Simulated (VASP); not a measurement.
## WS2 (e600): single point with PBEsol

The system is WS2 (e600).

```
W S
1.0
     3.14632    0.00000    0.00000
    -1.57316    2.72479    0.00000
     0.00000    0.00000   12.70777
W S
2 4
Direct
  0.33333 0.66667 0.25000
  0.66667 0.33333 0.75000
  0.33333 0.66667 0.62664
  0.66667 0.33333 0.12664
  0.33333 0.66667 0.87336
  0.66667 0.33333 0.37336
```

```
Program             : VASP 6.6.1
Task                : single point
Functional          : PBEsol
Potentials or basis : VASP PAW PBE potentials, release 64 (W_sv, S)
Cutoff              : 520 eV
k mesh              : 12 × 12 × 2
Occupations         : gaussian, width 0.02 eV
Spin                : no spin polarisation
```

```
Pressure               : 0.1 GPa
Largest force          : 0.019 eV/Å
Band gap on the k mesh : 1.12 eV, indirect (least direct gap 1.87 eV)
```

Forces in eV/Å, atoms in the order of the input:
```
W    0.000  0.000  0.000
W    0.000  0.000  0.000
S    0.000  0.000 -0.019
S    0.000  0.000 -0.019
S    0.000  0.000  0.019
S    0.000  0.000  0.019
```

Levels at points of the mesh, in eV from the valence-band top:
| k point | band 23 | band 24 | band 25 | band 26 | band 27 | band 28 | band 29 | band 30 |
| --- | --- | --- | --- | --- | --- | --- | --- | --- |
| (0.00, 0.00, 0.00) | -2.07 | -1.65 | -1.11 | 0.00 | 2.47 | 2.47 | 2.47 | 2.47 |
| (0.50, 0.00, 0.00) | -1.78 | -1.64 | -1.57 | -1.44 | 2.48 | 2.51 | 2.76 | 3.03 |
| (0.00, 0.00, 0.50) | -2.08 | -2.08 | -0.33 | -0.33 | 2.46 | 2.46 | 2.46 | 2.46 |
| (0.50, 0.00, 0.50) | -1.71 | -1.71 | -1.50 | -1.50 | 2.49 | 2.49 | 2.91 | 2.91 |

It took 110 s on 1 thread of Intel(R) Xeon(R) Platinum 8375C CPU @ 2.90GHz (Ice Lake), with other jobs on the host, peak memory 0.29 GiB.

Caveat: the PAW data sets were made with another functional, which shifts forces and pressure a little; spin-orbit coupling is left out, which moves the levels of the heavy elements; this functional lacks dispersion, which binds the layers, so the pressure and a relaxed spacing across them are unreliable. A k mesh can miss the band edges.
